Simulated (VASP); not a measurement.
A run of VASP 6.6.1:

The input POSCAR:

```
GaP
1.0
    0.0000000000      2.6162400000      2.5072300000
    2.6162400000      0.0000000000      2.5072300000
    2.6162400000      2.6162400000      0.0000000000
Ga P
1 1
Direct
    0.0000000000      0.0000000000      0.0000000000
    0.7500000000      0.7500000000      0.7500000000
```

File INCAR.step1:

```
PREC     = Accurate       # precision mode
ENCUT    = 520            # plane-wave cutoff, eV
ISMEAR   = 0              # smearing method
SIGMA    = 0.05           # smearing width, eV
LREAL    = F              # projectors in reciprocal space
LASPH    = T              # aspherical terms in the spheres
NELM     = 60             # most SCF steps
NBANDS   = 16             # bands
GGA      = PE             # functional
ALGO     = Normal         # electronic algorithm
EDIFF    = 1E-4           # SCF threshold, eV
LWAVE    = T              # write WAVECAR
LCHARG   = F              # write CHGCAR
```

INCAR.step2

```
PREC     = Accurate       # precision mode
ENCUT    = 520            # plane-wave cutoff, eV
EDIFF    = 1E-6           # SCF threshold, eV
ISMEAR   = 0              # smearing method
SIGMA    = 0.05           # smearing width, eV
LREAL    = F              # projectors in reciprocal space
LASPH    = T              # aspherical terms in the spheres
NELM     = 60             # most SCF steps
ALGO     = Normal         # electronic algorithm
ISIF     = 2              # what is computed and relaxed
LWAVE    = F              # write WAVECAR
LCHARG   = T              # write CHGCAR
METAGGA  = R2SCAN         # meta-GGA
LMIXTAU  = T            
LELF     = T              # ELF
LVHAR    = T            
NBANDS   = 16             # bands
ISTART   = 1
```

The input KPOINTS:

```
regular mesh
0
Gamma
  8 8 8
```

Potentials or basis: VASP PAW PBE potentials, release 64 (Ga_d, P).

Launch:

```bash
$ cat potpaw_PBE.64/Ga_d/POTCAR potpaw_PBE.64/P/POTCAR > POTCAR
$ cp INCAR.step1 INCAR
$ mpirun -np 1 vasp_std > vasp.out
$ cp INCAR.step2 INCAR
$ mpirun -np 1 vasp_std > vasp.out
```

Hardware: 1 thread of Intel(R) Xeon(R) Platinum 8488C (Sapphire Rapids) (shared host).

How long does it take, and how much memory?

Wall time 120 s on 1 thread of Intel(R) Xeon(R) Platinum 8488C (Sapphire Rapids) (shared host), peak memory 0.18 GiB. Counts: k points 59.
